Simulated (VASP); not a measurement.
# Al3BN2 (I4/mmm) in VASP: relaxation of cell and atoms with PBE

Aim: the relaxation of cell and atoms of Al3BN2 with PBE.

Everything below comes from runs of VASP 6.6.1. Logs are shortened: lines on timing, memory, paths and dates and some standing lists are left out, and cuts for length are marked.

**1. The cell of the first run**

Symmetry: I4/mmm, No. 139, tetragonal system. The conventional cell has a = 3.183 Å, b = 3.183 Å, c = 13.506 Å, α = 90.00°, β = 90.00°, γ = 90.00°. Within 2.9 Å of Al (site symmetry 4mm) lie 5 N at 2.18 to 2.25 Å and 1 B at 2.31 Å. Within 3.0 Å of Al (site symmetry 4/mmm) lie 4 B at 2.25 Å and 2 N at 2.26 Å. Within 3.0 Å of B (site symmetry 4/mmm) lie 6 Al at 2.25 to 2.31 Å. N (site symmetry 4mm) has 6 Al at 2.18 to 2.26 Å within 2.9 Å.

The cell was built from a structure type or drawn by symmetry, and may not be a known phase.

**2. Relaxation of cell and atoms, PBE**

INCAR reads:

```
ALGO = Normal ; EDIFF = 1E-7
EDIFFG = -0.08 ; ENCUT = 600
GGA = PE ; GGA_COMPAT = False
IBRION = 2 ; ISIF = 3
ISMEAR = 0 ; LASPH = True
LCHARG = False ; LREAL = False
LWAVE = False ; NELM = 120
NELMIN = 4 ; NSW = 36
PREC = Accurate ; SIGMA = 0.15
```

KPOINTS reads:

```
k-points
0
Gamma
  5 5 5
```

POSCAR reads:

```
Al3BN2
1.0
   -1.5915644700      1.5915644700      6.7529784000
    1.5915644700     -1.5915644700      6.7529784000
    1.5915644700      1.5915644700     -6.7529784000
Al B N
3 1 2
Direct
    0.6709891600      0.6709891600      0.0000000000
    0.0000000000      0.0000000000      0.0000000000
    0.3290108400      0.3290108400      0.0000000000
    0.5000000000      0.5000000000      0.0000000000
    0.8323381500      0.8323381500      0.0000000000
    0.1676618500      0.1676618500      0.0000000000
```

Potentials or basis: VASP PAW PBE potentials, release 64 (Al, B, N).

Started as:

```console
$ cat potpaw_PBE.64/Al/POTCAR potpaw_PBE.64/B/POTCAR potpaw_PBE.64/N/POTCAR > POTCAR
$ mpirun -np 1 vasp_std > vasp.out
```

OUTCAR:

```text
EDIFF = 1E-7
   EDIFFG = -0.08
   ENCUT = 600
   GGA = PE
   IBRION = 2
   ISIF = 3
   ISMEAR = 0
   LASPH = True
   LREAL = False
   NELM = 120
   NELMIN = 4
   NSW = 36
   PREC = Accurate

 ion  position               nearest neighbor table
   1  0.671  0.671  0.000-   5 2.18   6 2.25   6 2.25   6 2.25   6 2.25   4 2.31   3 3.10   3 3.10
                             3 3.10   3 3.10   2 3.22   2 3.22   2 3.22   2 3.22
   2  0.000  0.000  0.000-   4 2.25   4 2.25   4 2.25   4 2.25   6 2.26   5 2.26   1 3.22   1 3.22
                             3 3.22   3 3.22   3 3.22   1 3.22   3 3.22   1 3.22
   3  0.329  0.329  0.000-   6 2.18   5 2.25   5 2.25   5 2.25   5 2.25   4 2.31   1 3.10   1 3.10
                             1 3.10   1 3.10   2 3.22   2 3.22   2 3.22   2 3.22
   4  0.500  0.500  0.000-   2 2.25   2 2.25   2 2.25   2 2.25   3 2.31   1 2.31
   5  0.832  0.832  0.000-   1 2.18   3 2.25   3 2.25   3 2.25   3 2.25   2 2.26
   6  0.168  0.168  0.000-   3 2.18   1 2.25   1 2.25   1 2.25   1 2.25   2 2.26

  LATTYP: Found a body centered tetragonal cell.
 ALAT       =     3.1831289400
 C/A-ratio  =     4.2429813729

  Lattice vectors:

 A1 = (  -1.5915644700,   1.5915644700,   6.7529784000)
 A2 = (   1.5915644700,  -1.5915644700,   6.7529784000)
 A3 = (   1.5915644700,   1.5915644700,  -6.7529784000)

Analysis of symmetry for initial positions (statically):
=====================================================================
 Subroutine PRICEL returns:
 Original cell was already a primitive cell.

 Routine SETGRP: Setting up the symmetry group for a
 body centered tetragonal supercell.

 Subroutine GETGRP returns: Found 16 space group operations
 (whereof 16 operations were pure point group operations)
 out of a pool of 16 trial point group operations.

The static configuration has the point symmetry D_4h.

Analysis of symmetry for dynamics (positions and initial velocities):
=====================================================================
 Subroutine PRICEL returns:
 Original cell was already a primitive cell.

 Routine SETGRP: Setting up the symmetry group for a
 body centered tetragonal supercell.

 Subroutine GETGRP returns: Found 16 space group operations
 (whereof 16 operations were pure point group operations)
 out of a pool of 16 trial point group operations.

The dynamic configuration has the point symmetry D_4h.

 Subroutine INISYM returns: Found 16 space group operations
 (whereof 16 operations are pure point group operations),
 and found     1 'primitive' translations

----------------------------------------------------------------------------------------

                                     Primitive cell

[... 90 lines left out ...]
   NELM   =    120;   NELMIN=  4; NELMDL= -5     # of ELM steps
   EDIFF  = 0.1E-06   stopping-criterion for ELM
   LREAL  =      F    real-space projection
   EDIFFG = -.8E-01   stopping-criterion for IOM
   NSW    =     36    number of steps for IOM
   IBRION =      2    ionic relax: 0-MD 1-quasi-New 2-CG
   NFREE  =      1    steps in history (QN), initial steepest desc. (CG)
   ISIF   =      3    stress and relaxation
   ISYM   =      2    0-nonsym 1-usesym 2-fastsym
   POTIM  = 0.5000    time-step for ionic-motion
   TEBEG  =    0.0;   TEEND  =   0.0 temperature during run
   PSTRESS=    0.0 pullay stress
   NELECT =      22.0000    total number of electrons
   NUPDOWN=      -1.0000    fix difference up-down
   EMIN   =  10.00;   EMAX   =-10.00  energy-range for DOS
   EFERMI =   0.00;   METHOD = LEGACY
   ISMEAR =     0;   SIGMA  =   0.15  broadening in eV -4-tet -1-fermi 0-gaus
   EFERMI_NEDOS =   21; number of points for ismear=-14 and -15
   IALGO  =     38    algorithm
   IMIX   =      4    mixing-type and parameters
     AMIX     =   0.40;   BMIX     =  1.00
     AMIX_MAG =   1.60;   BMIX_MAG =  1.00
  volume/ion in A,a.u.               =      11.40        76.96
  Fermi-wavevector in a.u.,A,eV,Ry     =   1.121539  2.119402 17.114090  1.257850
  Thomas-Fermi vector in A             =   2.258193
   LORBIT       =      0    0 simple, 1 ext, 2 COOP (PROOUT), +10 PAW based schemes
   GGA     = PE    functional components
   LHFCALC =     F    Hartree Fock is set to
   AEXX    =    0.0000 exact exchange contribution
   IVDW    =     0    specifies the selected vdW correction
   LEPSILON=     F    determine dielectric tensor
   LRPA    =     F    only Hartree local field effects (RPA)
 conjugate gradient relaxation of ions
 non-spin polarized calculation
 Gauss-broadening in eV      SIGMA  =   0.15
  energy-cutoff  :      600.00
  volume of cell :       68.42
 maximum number of plane-waves:      2297
 NGX is ok and might be reduce to    60
   NGX = 29   NGY = 29   NGZ = 29

--------------------------------------- Ionic step        1  -------------------------------------------

 number of electron      22.0000000 magnetization

 Free energy of the ion-electron system (eV)
  ---------------------------------------------------
  ext. energy  EPLUGINS =         0.00000000
  ---------------------------------------------------
  free energy    TOTEN  =       -35.73232497 eV

  energy without entropy =      -35.69119173  energy(sigma->0) =      -35.71175835

------------------------ aborting loop because EDIFF is reached ----------------------------------------

  FORCE on cell =-STRESS in cart. coord.  units (eV):
  Direction    XX          YY          ZZ          XY          YZ          ZX
  --------------------------------------------------------------------------------------
  -------------------------------------------------------------------------------------
  Total      -10.4361484    -10.4361484     -9.9033919      0.0000000      0.0000000      0.0000000
  in kB     -244.3695020   -244.3695020   -231.8946479      0.0000000      0.0000000      0.0000000
  external PRESSURE =    -240.2112173 kB  Pullay stress =       0.0000000 kB
[... 227 lines left out ...]
--------------------------------------- Ionic step        7  -------------------------------------------

 number of electron      21.9999999 magnetization

 Free energy of the ion-electron system (eV)
  ---------------------------------------------------
  ext. energy  EPLUGINS =         0.00000000
  ---------------------------------------------------
  free energy    TOTEN  =       -36.83308549 eV

  energy without entropy =      -36.79480814  energy(sigma->0) =      -36.81394681

 E-fermi :   8.6599     XC(G=0): -11.6210

 val. band max:        8.5798559723   @ k =  -0.4000   0.4000   0.2000
 cond. band min:       8.6875784495   @ k =  -0.2000   0.4000   0.2000
 fundamental gap:      0.1077224772
 Fermi energy:         8.6598867927

 k-point     1 :       0.0000    0.0000    0.0000
  band No.  band energies     occupation
      1      -8.0383      2.00000
      2      -5.8843      2.00000
      3      -2.1497      2.00000
      4       3.5816      2.00000
      5       4.3550      2.00000
      6       5.9350      2.00000
      7       5.9350      2.00000
      8       7.1788      2.00000
      9       7.1788      2.00000
     10       9.4021      0.00000
     11      10.3744      0.00000
     12      10.3744      0.00000
     13      12.3790      0.00000
     14      13.4325      0.00000
[... 338 lines left out ...]
  FREE ENERGIE OF THE ION-ELECTRON SYSTEM (eV)
  ---------------------------------------------------
  free  energy   TOTEN  =       -36.8330854938 eV

  energy  without entropy=      -36.7948081361  energy(sigma->0) =      -36.81394681

 reached required accuracy - stopping structural energy minimisation
```

OSZICAR:

```text
N       E                     dE             d eps       ncg     rms          rms(c)
DAV:   1     0.788669183556E+02    0.78867E+02   -0.10875E+04   540   0.142E+03
DAV:   2    -0.326028014941E+02   -0.11147E+03   -0.10918E+03   769   0.242E+02
DAV:   3    -0.389050761281E+02   -0.63023E+01   -0.62414E+01   701   0.678E+01
[... 71 lines left out ...]
DAV:   4    -0.368331256836E+02    0.22130E-03   -0.61714E-04   673   0.220E-01    0.371E-02
DAV:   5    -0.368330898039E+02    0.35880E-04   -0.78275E-05   730   0.717E-02    0.155E-02
DAV:   6    -0.368330864896E+02    0.33144E-05   -0.15110E-05   715   0.312E-02    0.775E-03
DAV:   7    -0.368330855653E+02    0.92430E-06   -0.21956E-06   736   0.110E-02    0.178E-03
DAV:   8    -0.368330854938E+02    0.71432E-07   -0.14876E-07   477   0.374E-03
   7 F= -.36833085E+02 E0= -.36813947E+02  d E =-.169494E-02
```

It took 4.5 min on 1 thread of Intel Xeon 6975P-C (Granite Rapids), shared host; peak memory 0.51 GiB.

Results:

| Quantity | Value |
| --- | --- |
| Free energy | -36.8331 eV |
| Relaxed volume | 9.56 Å³/atom |
| Relaxed cell | a = 6.811 Å, b = 6.811 Å, c = 6.811 Å, α = 154.76°, β = 154.76°, γ = 36.00° |
| Space group after relaxing (to 0.1 Å) | I4/mmm (No. 139) |
| Energy gained by relaxing | 183.5 meV/atom |
| Ionic steps | 7 |
| Pressure after relaxing | -0.9 GPa |
| Largest force after relaxing | 0.020 eV/Å |
| Band gap on the k mesh | zero (bands 11 and 12 overlap by 2.92 eV) |

Forces on the atoms (eV/Å):
```
Al   0.000  0.000  0.012
Al   0.000  0.000  0.000
Al   0.000  0.000 -0.012
B    0.000  0.000  0.000
N    0.000  0.000 -0.020
N    0.000  0.000  0.020
```

Stress tensor (GPa, compression positive):
```
-0.98  0.00  0.00
 0.00 -0.98  0.00
 0.00  0.00 -0.88
```

The path:
```
step  energy change (eV)  largest force (eV/Å)  pressure (GPa)  volume (Å³)
   1              0.0000                1.0929          -24.02        68.42
   2             -0.8824                0.1597           16.79        52.85
   3             -1.0757                0.4708            0.52        56.80
   4             -1.0753                0.4478            1.27        56.58
   5             -1.0968                0.0686            1.21        56.69
   6             -1.0991                0.1053            1.25        56.73
   7             -1.1008                0.0202           -0.95        57.37
```

Final structure:
```
Al B N
1.0
    -1.48803    1.48803    6.47755
     1.48803   -1.48803    6.47755
     1.48803    1.48803   -6.47755
Al B N
3 1 2
Direct
  0.67197 0.67197 0.00000
  0.00000 0.00000 0.00000
  0.32803 0.32803 0.00000
  0.50000 0.50000 0.00000
  0.82722 0.82722 0.00000
  0.17278 0.17278 0.00000
```

Levels at points of the mesh, in eV from the Fermi level:
```tsv
k point	band 8	band 9	band 10	band 11	band 12	band 13	band 14	band 15
(0.00, 0.00, 0.00)	-1.48	-1.48	0.74	1.71	1.71	3.72	4.77	5.60
```

Caveat: the k points lie up to 0.43 Å⁻¹ apart in the final cell, too coarse for converged energies and pressures of a metal; the volume moved by over 15 % at a fixed basis, so the end points are rough.
